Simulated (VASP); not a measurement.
Li2H:

```
CELL_PARAMETERS angstrom
1.29876 -4.59701 0.00000
1.29876 4.59701 0.00000
0.00000 0.00000 4.10101
ATOMIC_POSITIONS crystal
Li 0.06912 0.93088 0.38023
Li 0.93088 0.06912 0.88023
Li 0.79965 0.20035 0.19571
Li 0.20035 0.79965 0.69571
H 0.40647 0.59353 0.49907
H 0.59353 0.40647 0.99907
```

The cell was generated, and may not be a known phase.

* Program: VASP 6.6.1
* Task: relaxation of cell and atoms
* Functional: PBE
* Potentials or basis: VASP PAW PBE potentials, release 64 (Li_sv, H)
* Cutoff: 600 eV
* k mesh: 6 × 6 × 4
* Occupations: gaussian, width 0.1 eV
* Spin: no spin polarisation

At the start: pressure 15.8 GPa; volume 8.16 Å³/atom.

**Question.** Where does the relaxation end?

**Answer.** Over 19 steps the energy falls by 557.0 meV/atom and the volume is 11.34 Å³/atom (+39.0 %); space group Cmc2_1 (No. 36, to 0.1 Å) before and after.

The path:
| step | energy change (eV) | largest force (eV/Å) | pressure (GPa) | volume (Å³) |
| --- | --- | --- | --- | --- |
| 1 | 0.0000 | 2.7335 | 15.81 | 48.97 |
| 2 | -1.6945 | 1.5615 | 8.33 | 54.84 |
| 3 | -2.5866 | 0.6833 | 2.34 | 61.80 |
| 4 | -2.6108 | 0.6305 | -4.60 | 76.94 |
| 5 | -2.8091 | 0.6103 | -1.89 | 69.63 |
| 6 | -2.8134 | 0.6084 | -1.25 | 68.21 |
| 7 | -2.9020 | 0.5384 | -0.91 | 67.35 |
| 8 | -3.0165 | 0.2910 | 0.27 | 64.93 |
| 9 | -3.0845 | 0.2560 | 0.62 | 64.72 |
| 10 | -3.1794 | 0.3735 | 2.14 | 63.99 |
| 11 | -3.2320 | 0.3471 | 0.99 | 66.50 |
| 12 | -3.2444 | 0.3156 | 0.21 | 68.29 |
| 13 | -3.2837 | 0.2423 | -0.31 | 68.99 |
| 14 | -3.3045 | 0.1228 | -0.93 | 69.98 |
| 15 | -3.3265 | 0.1098 | -0.30 | 68.40 |
| 16 | -3.3311 | 0.1321 | 0.16 | 67.36 |
| 17 | -3.3375 | 0.0742 | 0.15 | 67.48 |
| 18 | -3.3403 | 0.0512 | 0.15 | 67.60 |
| 19 | -3.3420 | 0.0372 | -0.08 | 68.06 |

Final structure:
```yaml
crystal:
  lattice:
    - [1.27030, -5.48570, 0.00000]
    - [1.27030, 5.48570, 0.00000]
    - [0.00000, 0.00000, 4.88338]
  atoms:
    - { symbol: Li, position: [0.04753, 0.95246, 0.26707] }
    - { symbol: Li, position: [0.95246, 0.04753, 0.76707] }
    - { symbol: Li, position: [0.81141, 0.18859, 0.34963] }
    - { symbol: Li, position: [0.18859, 0.81141, 0.84963] }
    - { symbol: H, position: [0.43359, 0.56641, 0.45830] }
    - { symbol: H, position: [0.56641, 0.43359, 0.95830] }
```

Caveat: the k points lie up to 0.42 Å⁻¹ apart in the final cell, too coarse for converged energies and pressures of a metal; the cutoff is under 1.25 times the usual one of these potentials, so pressure, stress and relaxed cells hold a basis-set (Pulay) error; the volume moved by over 15 % at a fixed basis, so the end points are rough.
